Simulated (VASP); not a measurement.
# KMgF3 (cubic perovskite) (Pm-3m) in VASP: a series of runs

The runs below take KMgF3 (cubic perovskite) through single point, with PBEsol.

All numbers are computed with VASP 6.6.1; they aren't measurements. Logs are shortened: lines on timing, memory, paths and dates and some standing lists are left out, and cuts for length are marked.

**1. The cell of the first run**

It takes space group Pm-3m (No. 221, cubic). Conventional cell: a = 4.033 Å, b = 4.033 Å, c = 4.033 Å, α = 90.00°, β = 90.00°, γ = 90.00°. Within 3.8 Å of K (site symmetry m-3m) lie 12 F at 2.85 Å and 8 Mg at 3.49 Å. Mg (site symmetry m-3m) has 6 F at 2.02 Å within 2.7 Å. Within 2.7 Å of F (site symmetry 4/mmm) lie 2 Mg at 2.02 Å.

**2. Single point, PBEsol (volume scaled by 1.02)**

File INCAR:

```
SYSTEM = KMgF3
PREC = Accurate ; ENCUT = 520
EDIFF = 1E-7 ; ISMEAR = 0
SIGMA = 0.01 ; LREAL = .False.
LASPH = .True. ; NELM = 80
ALGO = Normal ; ISIF = 2
LWAVE = .False. ; LCHARG = .False.
GGA = PS ; NBANDS = 24
```

File KPOINTS:

```
Automatic mesh
0
Gamma
  6 6 6
  0 0 0
```

File POSCAR:

```
KMgF3
1.0
    4.0325305745      0.0000000000      0.0000000000
    0.0000000000      4.0325305745      0.0000000000
    0.0000000000      0.0000000000      4.0325305745
K Mg F
1 1 3
Direct
    0.5000000000      0.5000000000      0.5000000000
    0.0000000000      0.0000000000      0.0000000000
    0.5000000000      0.0000000000      0.0000000000
    0.0000000000      0.5000000000      0.0000000000
    0.0000000000      0.0000000000      0.5000000000
```

Potentials or basis: VASP PAW PBE potentials, release 64 (K_sv, Mg, F).

On the command line:

```sh
> cat potpaw_PBE.64/K_sv/POTCAR potpaw_PBE.64/Mg/POTCAR potpaw_PBE.64/F/POTCAR > POTCAR
> mpirun -np 1 vasp_std > vasp.out
```

OUTCAR:

```text
SYSTEM = KMgF3
   PREC = Accurate
   ENCUT = 520
   EDIFF = 1E-7
   ISMEAR = 0
   LREAL = .False.
   LASPH = .True.
   NELM = 80
   ISIF = 2
   GGA = PS

 ion  position               nearest neighbor table
   1  0.500  0.500  0.500-   3 2.85   4 2.85   5 2.85   3 2.85   4 2.85   3 2.85   5 2.85   3 2.85
                             4 2.85   5 2.85   4 2.85   5 2.85   2 3.49   2 3.49   2 3.49   2 3.49
   2  0.000  0.000  0.000-   3 2.02   4 2.02   5 2.02   5 2.02   4 2.02   3 2.02   1 3.49   1 3.49
                             1 3.49   1 3.49   1 3.49   1 3.49   1 3.49   1 3.49
   3  0.500  0.000  0.000-   2 2.02   2 2.02   1 2.85   1 2.85   1 2.85   1 2.85
   4  0.000  0.500  0.000-   2 2.02   2 2.02   1 2.85   1 2.85   1 2.85   1 2.85
   5  0.000  0.000  0.500-   2 2.02   2 2.02   1 2.85   1 2.85   1 2.85   1 2.85

  LATTYP: Found a simple cubic cell.
 ALAT       =     4.0325305745

  Lattice vectors:

 A1 = (   4.0325305745,   0.0000000000,   0.0000000000)
 A2 = (   0.0000000000,   4.0325305745,   0.0000000000)
 A3 = (   0.0000000000,   0.0000000000,   4.0325305745)

Analysis of symmetry for initial positions (statically):
=====================================================================
 Subroutine PRICEL returns:
 Original cell was already a primitive cell.

 Routine SETGRP: Setting up the symmetry group for a
 simple cubic supercell.

 Subroutine GETGRP returns: Found 48 space group operations
 (whereof 48 operations were pure point group operations)
 out of a pool of 48 trial point group operations.

The static configuration has the point symmetry O_h .

Analysis of symmetry for dynamics (positions and initial velocities):
=====================================================================
 Subroutine PRICEL returns:
 Original cell was already a primitive cell.

 Routine SETGRP: Setting up the symmetry group for a
 simple cubic supercell.

 Subroutine GETGRP returns: Found 48 space group operations
 (whereof 48 operations were pure point group operations)
 out of a pool of 48 trial point group operations.

The dynamic configuration has the point symmetry O_h .

 Subroutine INISYM returns: Found 48 space group operations
 (whereof 48 operations are pure point group operations),
 and found     1 'primitive' translations

----------------------------------------------------------------------------------------

                                     Primitive cell

  volume of cell :      65.5742

  direct lattice vectors                    reciprocal lattice vectors
     4.032530574  0.000000000  0.000000000     0.247983241  0.000000000  0.000000000
     0.000000000  4.032530574  0.000000000     0.000000000  0.247983241  0.000000000
     0.000000000  0.000000000  4.032530574     0.000000000  0.000000000  0.247983241

  length of vectors
     4.032530574  4.032530574  4.032530574     0.247983241  0.247983241  0.247983241

  position of ions in fractional coordinates (direct lattice)
     0.500000000  0.500000000  0.500000000
     0.000000000  0.000000000  0.000000000
     0.500000000  0.000000000  0.000000000
     0.000000000  0.500000000  0.000000000
     0.000000000  0.000000000  0.500000000

  ion indices of the primitive-cell ions
   primitive index   ion index
                 1           1
                 2           2
                 3           3
                 4           4
                 5           5

----------------------------------------------------------------------------------------

 KPOINTS: Automatic mesh

Automatic generation of k-mesh.
 Grid dimensions read from file:
 generate k-points for:    6    6    6

 Generating k-lattice:

  Cartesian coordinates                     Fractional coordinates (reciprocal lattice)
     0.041330540  0.000000000  0.000000000     0.166666667  0.000000000  0.000000000
     0.000000000  0.041330540  0.000000000     0.000000000  0.166666667  0.000000000
     0.000000000  0.000000000  0.041330540     0.000000000  0.000000000  0.166666667

  Length of vectors
     0.041330540  0.041330540  0.041330540

  Shift w.r.t. Gamma in fractional coordinates (k-lattice)
     0.000000000  0.000000000  0.000000000

 Subroutine IBZKPT returns following result:
 ===========================================

 Found     20 irreducible k-points:

 Following reciprocal coordinates:
            Coordinates               Weight
  0.000000  0.000000  0.000000      1.000000
  0.166667  0.000000  0.000000      6.000000
  0.333333  0.000000  0.000000      6.000000
  0.500000  0.000000  0.000000      3.000000
  0.166667  0.166667  0.000000     12.000000
  0.333333  0.166667  0.000000     24.000000
[... 12 lines left out ...]
  0.500000  0.500000  0.333333      6.000000
  0.500000  0.500000  0.500000      1.000000
   k-points           NKPTS =     20   k-points in BZ     NKDIM =     20   number of bands    NBANDS=     24
   number of dos      NEDOS =    301   number of ions     NIONS =      5
   total plane-waves  NPLWV =  27000
   dimension x,y,z NGX =    30 NGY =   30 NGZ =   30
   dimension x,y,z NGXF=    60 NGYF=   60 NGZF=   60
   ions per type =               1   1   3
   NGX,Y,Z   is equivalent  to a cutoff of  12.37, 12.37, 12.37 a.u.
   NGXF,Y,Z  is equivalent  to a cutoff of  24.74, 24.74, 24.74 a.u.
 SYSTEM =  KMgF3
   PREC   = accura    normal or accurate (medium, high low for compatibility)
   ISTART =      0    job   : 0-new  1-cont  2-samecut
   ICHARG =      2    charge: 1-file 2-atom 10-const
   ISPIN  =      1    spin polarized calculation?
   LNONCOLLINEAR =      F non collinear calculations
   LSORBIT =      F    spin-orbit coupling
   LASPH  =      T    aspherical Exc in radial PAW
   ENCUT  =  520.0 eV  38.22 Ry    6.18 a.u.   7.50  7.50  7.50*2*pi/ulx,y,z
   NELM   =     80;   NELMIN=  2; NELMDL= -5     # of ELM steps
   EDIFF  = 0.1E-06   stopping-criterion for ELM
   LREAL  =      F    real-space projection
   EDIFFG = 0.1E-05   stopping-criterion for IOM
   NSW    =      0    number of steps for IOM
   IBRION =     -1    ionic relax: 0-MD 1-quasi-New 2-CG
   NFREE  =      0    steps in history (QN), initial steepest desc. (CG)
   ISIF   =      2    stress and relaxation
   ISYM   =      2    0-nonsym 1-usesym 2-fastsym
   POTIM  = 0.5000    time-step for ionic-motion
   TEBEG  =    0.0;   TEEND  =   0.0 temperature during run
   PSTRESS=    0.0 pullay stress
   NELECT =      32.0000    total number of electrons
   NUPDOWN=      -1.0000    fix difference up-down
   EMIN   =  10.00;   EMAX   =-10.00  energy-range for DOS
   EFERMI =   0.00;   METHOD = LEGACY
   ISMEAR =     0;   SIGMA  =   0.01  broadening in eV -4-tet -1-fermi 0-gaus
   EFERMI_NEDOS =   21; number of points for ismear=-14 and -15
   IALGO  =     38    algorithm
   IMIX   =      4    mixing-type and parameters
     AMIX     =   0.40;   BMIX     =  1.00
     AMIX_MAG =   1.60;   BMIX_MAG =  1.00
  volume/ion in A,a.u.               =      13.11        88.50
  Fermi-wavevector in a.u.,A,eV,Ry     =   1.288884  2.435638 22.602296  1.661222
  Thomas-Fermi vector in A             =   2.420811
   LORBIT       =      0    0 simple, 1 ext, 2 COOP (PROOUT), +10 PAW based schemes
   GGA     = PS    functional components
   LHFCALC =     F    Hartree Fock is set to
   AEXX    =    0.0000 exact exchange contribution
   IVDW    =     0    specifies the selected vdW correction
   LEPSILON=     F    determine dielectric tensor
   LRPA    =     F    only Hartree local field effects (RPA)
 non-spin polarized calculation
 Gauss-broadening in eV      SIGMA  =   0.01
  energy-cutoff  :      520.00
  volume of cell :       65.57
 maximum number of plane-waves:      1791
 NGX is ok and might be reduce to    30
   NGX = 15   NGY = 15   NGZ = 15

 number of electron      31.9999958 magnetization

 Free energy of the ion-electron system (eV)
  ---------------------------------------------------
  ext. energy  EPLUGINS =         0.00000000
  ---------------------------------------------------
  free energy    TOTEN  =       -25.24907963 eV

  energy without entropy =      -25.24907963  energy(sigma->0) =      -25.24907963

 E-fermi :  -1.8139     XC(G=0):  -9.7649

 val. band max:       -1.8768580969   @ k =   0.5000   0.5000   0.5000
 cond. band min:       4.9940748869   @ k =   0.0000   0.0000   0.0000
 fundamental gap:      6.8709329838
 Fermi energy:        -1.8139403615

 k-point     1 :       0.0000    0.0000    0.0000
  band No.  band energies     occupation
      1     -27.4248      2.00000
      2     -21.7977      2.00000
      3     -21.1731      2.00000
      4     -21.1731      2.00000
      5     -10.9835      2.00000
      6     -10.9835      2.00000
[... 16 lines left out ...]
     23      11.5932      0.00000
     24      14.4344      0.00000

 k-point     2 :       0.1667    0.0000    0.0000
  band No.  band energies     occupation
      1     -27.4187      2.00000
      2     -21.7674      2.00000
      3     -21.2087      2.00000
      4     -21.1712      2.00000
      5     -10.9818      2.00000
      6     -10.9710      2.00000
[... 16 lines left out ...]
     23      11.5880      0.00000
     24      14.3305      0.00000

 k-point     3 :       0.3333    0.0000    0.0000
  band No.  band energies     occupation
      1     -27.4065      2.00000
      2     -21.6949      2.00000
      3     -21.2927      2.00000
      4     -21.1672      2.00000
      5     -10.9785      2.00000
      6     -10.9459      2.00000
[... 16 lines left out ...]
     23      11.6302      0.00000
     24      14.0184      0.00000

 k-point     4 :       0.5000    0.0000    0.0000
  band No.  band energies     occupation
      1     -27.4004      2.00000
      2     -21.6438      2.00000
      3     -21.3483      2.00000
      4     -21.1652      2.00000
      5     -10.9769      2.00000
      6     -10.9331      2.00000
[... 16 lines left out ...]
     23      12.2815      0.00000
     24      13.1120      0.00000

 k-point     5 :       0.1667    0.1667    0.0000
  band No.  band energies     occupation
      1     -27.4131      2.00000
      2     -21.7369      2.00000
      3     -21.2225      2.00000
      4     -21.1884      2.00000
      5     -11.0001      2.00000
      6     -10.9591      2.00000
[... 16 lines left out ...]
     23      11.6291      0.00000
     24      13.7611      0.00000

 k-point     6 :       0.3333    0.1667    0.0000
  band No.  band energies     occupation
      1     -27.4017      2.00000
      2     -21.6611      2.00000
      3     -21.2966      2.00000
      4     -21.1920      2.00000
      5     -11.0047      2.00000
      6     -10.9547      2.00000
[... 16 lines left out ...]
     23      11.7419      0.00000
     24      13.3609      0.00000
[... 271 lines left out ...]
 k-point    17 :       0.3333    0.3333    0.3333
  band No.  band energies     occupation
      1     -27.3808      2.00000
      2     -21.4819      2.00000
      3     -21.3067      2.00000
      4     -21.3067      2.00000
      5     -11.0841      2.00000
      6     -11.0841      2.00000
[... 16 lines left out ...]
     23      12.5935      0.00000
     24      13.2944      0.00000

 k-point    18 :       0.5000    0.3333    0.3333
  band No.  band energies     occupation
      1     -27.3771      2.00000
      2     -21.4239      2.00000
      3     -21.3544      2.00000
      4     -21.3029      2.00000
      5     -11.1074      2.00000
      6     -11.1000      2.00000
[... 16 lines left out ...]
     23      12.0600      0.00000
     24      12.8919      0.00000

 k-point    19 :       0.5000    0.5000    0.3333
  band No.  band energies     occupation
      1     -27.3737      2.00000
      2     -21.3592      2.00000
      3     -21.3519      2.00000
      4     -21.3519      2.00000
      5     -11.1306      2.00000
      6     -11.1306      2.00000
[... 16 lines left out ...]
     23      12.3869      0.00000
     24      12.3869      0.00000

 k-point    20 :       0.5000    0.5000    0.5000
  band No.  band energies     occupation
      1     -27.3706      2.00000
      2     -21.3469      2.00000
      3     -21.3469      2.00000
      4     -21.3469      2.00000
      5     -11.1551      2.00000
      6     -11.1551      2.00000
[... 16 lines left out ...]
     23      12.6948      0.00000
     24      12.7372      0.00000

------------------------ aborting loop because EDIFF is reached ----------------------------------------

  FORCE on cell =-STRESS in cart. coord.  units (eV):
  Direction    XX          YY          ZZ          XY          YZ          ZX
  --------------------------------------------------------------------------------------
  -------------------------------------------------------------------------------------
  Total       -1.0081232     -1.0081232     -1.0081232      0.0000000      0.0000000     -0.0000000
  in kB      -24.6315178    -24.6315178    -24.6315178      0.0000000      0.0000000     -0.0000000
  external PRESSURE =     -24.6315178 kB  Pullay stress =       0.0000000 kB

 VOLUME and BASIS-vectors are now :
 -----------------------------------------------------------------------------
  energy-cutoff  :      520.00
  volume of cell :       65.57
      direct lattice vectors                 reciprocal lattice vectors
     4.032530574  0.000000000  0.000000000     0.247983241  0.000000000  0.000000000
     0.000000000  4.032530574  0.000000000     0.000000000  0.247983241  0.000000000
     0.000000000  0.000000000  4.032530574     0.000000000  0.000000000  0.247983241

 POSITION                                       TOTAL-FORCE (eV/Angst)
 -----------------------------------------------------------------------------------
      2.01627      2.01627      2.01627         0.000000      0.000000      0.000000
      0.00000      0.00000      0.00000         0.000000      0.000000      0.000000
      2.01627      0.00000      0.00000         0.000000      0.000000      0.000000
      0.00000      2.01627      0.00000         0.000000      0.000000      0.000000
      0.00000      0.00000      2.01627         0.000000      0.000000      0.000000
 -----------------------------------------------------------------------------------
    total drift:                                0.000000     -0.000000      0.000000

  FREE ENERGIE OF THE ION-ELECTRON SYSTEM (eV)
  ---------------------------------------------------
  free  energy   TOTEN  =       -25.2490796309 eV

  energy  without entropy=      -25.2490796309  energy(sigma->0) =      -25.24907963
```

It took 17 s on 1 thread of Intel Xeon 6975P-C (Granite Rapids), shared host; peak memory 0.18 GiB.

Results:

| Property | Result |
| --- | --- |
| Free energy | -25.2491 eV |
| Pressure | -2.5 GPa |
| Band gap on the k mesh | 6.87 eV, indirect (least direct gap 7.20 eV) |

Caveat: the PAW data sets were made with another functional, which shifts forces and pressure a little.

(Continued in part 2 of 2.)
